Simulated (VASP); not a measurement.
**Rb: single point with LDA**

Crystal: Rb.

```
Rb
1.0
     0.00000    2.55936    2.55936
     2.55936    0.00000    2.55936
     2.55936    2.55936    0.00000
Rb
1
Direct
  0.00000 0.00000 0.00000
```

This isn't the form of Rb at room conditions, which is bcc.

```yaml
Program: VASP 6.6.1
Task: single point
Functional: LDA
Potentials_or_basis: VASP PAW LDA potentials, release 64 (Rb_sv)
Cutoff: 520 eV
k_mesh: 13 × 13 × 13
Occupations: fermi-dirac, width 0.1 eV
Spin: no spin polarisation
Dipole_correction: no
Further_INCAR_settings: ALGO = Normal; EDIFF = 1e-06; NBANDS = 10
```

The pressure is 11.1 GPa and the band gap on the k mesh is zero (an odd number of electrons rules out a gap without spin polarisation).

Levels at points of the mesh, in eV from the Fermi level:
| k point | band 1 | band 2 | band 3 | band 4 | band 5 | band 6 | band 7 | band 8 | band 9 | band 10 |
| --- | --- | --- | --- | --- | --- | --- | --- | --- | --- | --- |
| (0.00, 0.00, 0.00) | -29.18 | -12.46 | -12.46 | -12.46 | -3.04 | 4.06 | 4.06 | 4.06 | 7.02 | 7.02 |

Run time: 9.2 s on 1 thread of Intel(R) Xeon(R) 6975P-C (Granite Rapids), on a shared host, peak memory 0.15 GiB.

Caveat: the cell stands under pressure.
